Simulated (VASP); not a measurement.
Wanted: the native input for a VASP 6.6.1 run.

| Quantity | Value |
| --- | --- |
| Task | single point |
| Functional | PBE |
| Potentials or basis | VASP PAW PBE potentials, release 64 (Cr_pv) |
| Cutoff | 520 eV |
| k mesh | 26 × 26 × 26 |
| Occupations | gaussian, width 0.1 eV |
| Spin | no spin polarisation |
| Dipole correction | no |
| Further INCAR settings | ALGO = Fast; EDIFF = 1e-06; NBANDS = 12 |

The structure of Cr lies in POSCAR:

```
Cr
1.0
   -1.4240753406      1.4240753406      1.4240753406
    1.4240753406     -1.4240753406      1.4240753406
    1.4240753406      1.4240753406     -1.4240753406
Cr
1
Direct
    0.0000000000      0.0000000000      0.0000000000
```

One way to write it, as run:

INCAR

```
SYSTEM = Cr
PREC     = Accurate       ! precision mode
ENCUT    = 520            ! plane-wave cutoff, eV
EDIFF    = 1E-6           ! SCF threshold, eV
ISMEAR   = 0              ! smearing method
SIGMA    = 0.1            ! smearing width, eV
LREAL    = .FALSE.        ! projectors in reciprocal space
LASPH    = .TRUE.         ! aspherical terms in the spheres
NELM     = 60             ! most SCF steps
ALGO     = Fast           ! electronic algorithm
ISIF     = 2              ! what is computed and relaxed
LWAVE    = .FALSE.        ! write WAVECAR
LCHARG   = .TRUE.         ! write CHGCAR
GGA      = PE             ! functional
LELF     = .TRUE.         ! ELF
LVHAR    = .TRUE.       
NBANDS   = 12             ! bands
```

KPOINTS

```
regular mesh
0
G
  26 26 26
  0 0 0
```

Potentials or basis: VASP PAW PBE potentials, release 64 (Cr_pv).

Run with:

```sh
$ cat potpaw_PBE.64/Cr_pv/POTCAR > POTCAR
$ mpirun -np 1 vasp_std > vasp.out
```

Results of the run:

```yaml
Pressure: -0.3 GPa
Band_gap_on_the_k_mesh: zero (band 6 reaches 13.41 eV, above the bottom of band 7 at 10.06 eV)
```

Caveat: the run has no spin polarisation, though such a crystal can be magnetic.

Run time: 49 s on 1 thread of Intel(R) Xeon(R) Platinum 8259CL CPU @ 2.50GHz (Skylake/Cascade Lake), on a shared host, peak memory 0.17 GiB.
